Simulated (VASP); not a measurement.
Here is a VASP 6.6.1 calculation.

File INCAR:

```
ALGO = Normal ; EDIFF = 1E-6
EDIFFG = -0.01 ; ENCUT = 600
GGA = PE ; IBRION = 2
ISIF = 3 ; ISMEAR = -1
LASPH = T ; LCHARG = F
LREAL = F ; LWAVE = F
NELM = 100 ; NSW = 60
PREC = Accurate ; PSTRESS = 300.0
SIGMA = 0.05
```

The input KPOINTS:

```
k-points
0
Gamma
  7 7 7
```

File POSCAR:

```
BaTiO3
1.0
    3.9998000000      0.0000000000      0.0000000000
    0.0000000000      3.9998000000      0.0000000000
    0.0000000000      0.0000000000      4.0180000000
Ba Ti O
1 1 3
Direct
    0.0000000000      0.0000000000      0.0000000000
    0.5000000000      0.5000000000      0.4900000000
    0.0000000000      0.5000000000      0.5170000000
    0.5000000000      0.0000000000      0.5170000000
    0.5000000000      0.5000000000      0.0190000000
```

Potentials or basis: VASP PAW PBE potentials, release 64 (Ba_sv, Ti_sv, O).

Command:

```bash
$ cat potpaw_PBE.64/Ba_sv/POTCAR potpaw_PBE.64/Ti_sv/POTCAR potpaw_PBE.64/O/POTCAR > POTCAR
$ mpirun -np 1 vasp_std > vasp.out
```

Question: What does it give for the band gap on the k mesh?

Answer: 1.98 eV, direct.

Question: Estimate the space group after relaxing (to 0.05 Å).

Answer: Pm-3m (No. 221).

Question: What does it give for the relaxed cell?

Answer: a = 3.852 Å, b = 3.852 Å, c = 3.852 Å, α = 90.00°, β = 90.00°, γ = 90.00°.

Question: Predict the relaxed volume.

Answer: 11.43 Å³/atom.

Final structure:
```
CELL_PARAMETERS angstrom
3.85198 0.00000 0.00000
0.00000 3.85198 0.00000
0.00000 0.00000 3.85199
ATOMIC_POSITIONS crystal
Ba 0.00000 0.00000 0.00828
Ti 0.50000 0.50000 0.50795
O 0.00000 0.50000 0.50897
O 0.50000 0.00000 0.50897
O 0.50000 0.50000 0.00883
```

Caveat: the cell is relaxed towards a set pressure, so the enthalpy falls and the energy may rise; spin-orbit coupling is left out, which moves the levels of the heavy elements. A k mesh can miss the band edges.
